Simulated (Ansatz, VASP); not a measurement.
# One calculation of Si2Ni, two programs

Contents of INCAR:

```
PREC = Accurate
ENCUT = 520
EDIFF = 1E-6
ISMEAR = 0
SIGMA = 0.1
LREAL = False
LASPH = True
NELM = 100
ALGO = Normal
ISIF = 2
LWAVE = False
LCHARG = True
GGA = PE
IVDW = 12
LELF = True
LVHAR = True
NBANDS = 16
```

Contents of KPOINTS:

```
Automatic mesh
0
Gamma
  6 6 6
```

File POSCAR:

```
Si2Ni
1.0
    0.0000000000      2.6931550500      2.6931550500
    2.6931550500      0.0000000000      2.6931550500
    2.6931550500      2.6931550500      0.0000000000
Si Ni
2 1
Direct
    0.2500000000      0.2500000000      0.2500000000
    0.7500000000      0.7500000000      0.7500000000
    0.0000000000      0.0000000000      0.0000000000
```

Input for Ansatz:

```yaml
crystal:
  lattice:
    - [0.0, 2.69315505, 2.69315505]
    - [2.69315505, 0.0, 2.69315505]
    - [2.69315505, 2.69315505, 0.0]
  atoms:
    - { symbol: Si, position: [0.25, 0.25, 0.25] }
    - { symbol: Si, position: [0.75, 0.75, 0.75] }
    - { symbol: Ni, position: [0.0, 0.0, 0.0] }
basis:
  ecutwfc: 420
kpoints:
  mp_grid: { grid: [6, 6, 6] }
hamiltonian:
  xc: pbe
  dispersion: d3bj
scf:
  occupations: { method: gaussian, width: 0.1 }
  lower_state_search: "off"
output:
  forces: true
  stress: true
  eigenvalues: true
```

Alike in both runs: task single point; functional PBE; dispersion D3(BJ); k mesh 6 × 6 × 6; occupations gaussian, width 0.1 eV; no spin polarisation.

|  | VASP | Ansatz |
| --- | --- | --- |
| version | VASP 6.6.1 | Ansatz 0.2.0 |
| potentials or method | VASP PAW PBE potentials, release 64 (Si, Ni), cutoff 520 eV | scalar-relativistic, plane waves, PAW |
| valence electrons in the cell | 18 | 26 |

```csv
,VASP,Ansatz,Ansatz less VASP
gap on the k mesh at the Fermi level (eV),none,none,-
pressure (GPa),0.0,0.1,+0.11
```

A gap of «none» marks a metal or a gap that the smearing closes. VASP's potentials hold 18 valence electrons a cell and Ansatz's 26, so a difference there can come from the potentials and not from the codes.
